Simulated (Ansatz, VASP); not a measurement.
# Hf2WS2: VASP beside Ansatz

INCAR

```
PREC = Accurate ; ENCUT = 520
EDIFF = 1E-6 ; ISMEAR = 0
SIGMA = 0.1 ; LREAL = F
LASPH = T ; NELM = 60
ALGO = Normal ; ISIF = 2
LWAVE = F ; LCHARG = F
GGA = PE ; NBANDS = 31
```

Contents of KPOINTS:

```
regular mesh
0
Gamma
  6 6 6
```

The input POSCAR:

```
Hf2WS2
1.0
   -1.9821099600      1.9821099600      6.4356946800
    1.9821099600     -1.9821099600      6.4356946800
    1.9821099600      1.9821099600     -6.4356946800
Hf W S
2 1 2
Direct
    0.6544073800      0.6544073800      0.0000000000
    0.3455926200      0.3455926200      0.0000000000
    0.0000000000      0.0000000000      0.0000000000
    0.1327108000      0.1327108000      0.0000000000
    0.8672892000      0.8672892000      0.0000000000
```

Input for Ansatz:

```yaml
crystal:
  lattice:
    - [-1.98210996, 1.98210996, 6.43569468]
    - [1.98210996, -1.98210996, 6.43569468]
    - [1.98210996, 1.98210996, -6.43569468]
  atoms:
    - { symbol: Hf, position: [0.65440738, 0.65440738, 0.0] }
    - { symbol: Hf, position: [0.34559262, 0.34559262, 0.0] }
    - { symbol: W, position: [0.0, 0.0, 0.0] }
    - { symbol: S, position: [0.1327108, 0.1327108, 0.0] }
    - { symbol: S, position: [0.8672892, 0.8672892, 0.0] }
basis:
  ecutwfc: 420
kpoints:
  mp_grid: { grid: [6, 6, 6] }
hamiltonian:
  xc: pbe
scf:
  occupations: { method: gaussian, width: 0.1 }
  lower_state_search: "off"
output:
  forces: true
  stress: true
  eigenvalues: true
```

Change from the starting cell: species swapped into the K2NiO2 type (I4/mmm, No. 139).

Alike in both runs: task single point; functional PBE; k mesh 6 × 6 × 6; occupations gaussian, width 0.1 eV; no spin polarisation.

```csv
,VASP,Ansatz
version,VASP 6.6.1,Ansatz 0.2.0
potentials or method,"VASP PAW PBE potentials, release 64 (Hf_pv, W_sv, S), cutoff 520 eV","scalar-relativistic, plane waves, PAW"
valence electrons in the cell,46,78
```

Ansatz gave:

- gap on the k mesh at the Fermi level (eV): none
- rms of the force components (eV/Å): 11.890

Q: What did VASP give for the same quantities?

A: gap on the k mesh at the Fermi level (eV): none; rms of the force components (eV/Å): 11.828.

Atom by atom the forces differ by 0.063 eV/Å (rms over components). A gap of «none» marks a metal or a gap that the smearing closes. VASP's potentials hold 46 valence electrons a cell and Ansatz's 78, so a difference there can come from the potentials and not from the codes.

The k mesh is coarse, so the values compare programs but aren't converged. Spin-orbit coupling is off throughout.
